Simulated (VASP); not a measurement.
Runs of VASP 6.6.1 on PbO. The structure is that of space group P4/nmm (No. 129), or close to it. The cells are those of the table. 

```tsv
cell	gap on the mesh (eV)	pressure (GPa)	largest force (eV/Å)
a = 3.915, b = 3.915, c = 4.947 Å, 4 atoms	1.17	9.7	1.18
a = 3.855, b = 3.855, c = 4.871 Å, 4 atoms	1.07	15.4	1.97
a = 3.855, b = 3.855, c = 4.947 Å, 4 atoms	1.06	13.6	1.65
a = 3.974, b = 3.974, c = 4.871 Å, 4 atoms	(b)	(a)	1.03
a = 3.915, b = 3.915, c = 4.871 Å, 4 atoms	1.18	11.2	1.47
a = 3.855, b = 3.855, c = 5.097 Å, 4 atoms	1.04	10.3	1.02
a = 3.855, b = 3.855, c = 5.173 Å, 4 atoms	1.04	(c)	0.71
a = 3.855, b = 3.855, c = 5.022 Å, 4 atoms	1.05	11.9	1.34
```

Alike in all rows: task single point; level PBE; potentials or basis VASP PAW PBE potentials, release 64 (Pb_d, O); no spin polarisation; k mesh 8 × 8 × 6; cutoff (eV) 520; smearing gaussian 0.05 eV.

Estimate the missing entries.

(a) 7.6; (b) 1.28; (c) 8.8.

Caveats: the cell stands under pressure; spin-orbit coupling is left out, which moves the levels of the heavy elements; forces of over 1 eV/Å act on the atoms, so gaps and moduli don't describe the material at rest (at least some runs).

A k mesh can miss the band edges, and the runs leave out spin-orbit coupling on Pb.
